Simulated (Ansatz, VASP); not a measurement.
# Two plane-wave programs on Si

```
Si
1.0
     5.82361    0.00000    0.00000
     0.00000    5.76645    0.00000
     0.00000    0.00000    5.54495
Si
8
Direct
  0.45010 0.00000 0.70390
  0.04990 0.00000 0.70390
  0.54990 0.00000 0.29610
  0.95010 0.00000 0.29610
  0.00000 0.29294 0.00000
  0.50000 0.70706 0.00000
  0.00000 0.70706 0.00000
  0.50000 0.29294 0.00000
```

Alike in both runs: functional PBE; k mesh 8 × 8 × 8; occupations gaussian, width 0.1 eV; no spin polarisation.

Ansatz relaxed the structure, and its values are those at the end. VASP's run is a single point on that final structure, the one shown.

|  | VASP | Ansatz |
| --- | --- | --- |
| version | VASP 6.6.1 | Ansatz 0.2.0 |
| potentials or method | VASP PAW PBE potentials, release 64 (Si), cutoff 520 eV | scalar-relativistic, plane waves, PAW |
| valence electrons in the cell | 32 | 32 |

Ansatz gave:

```
gap on the k mesh at the Fermi level (eV) : none
pressure (GPa)                            : 0.0
```

Q: What did VASP give for the same quantities?

A: gap on the k mesh at the Fermi level (eV): none; pressure (GPa): -0.1.

A gap of «none» marks a metal or a gap that the smearing closes. With one functional, cell and mesh, what is left measures potentials, basis and numerics.
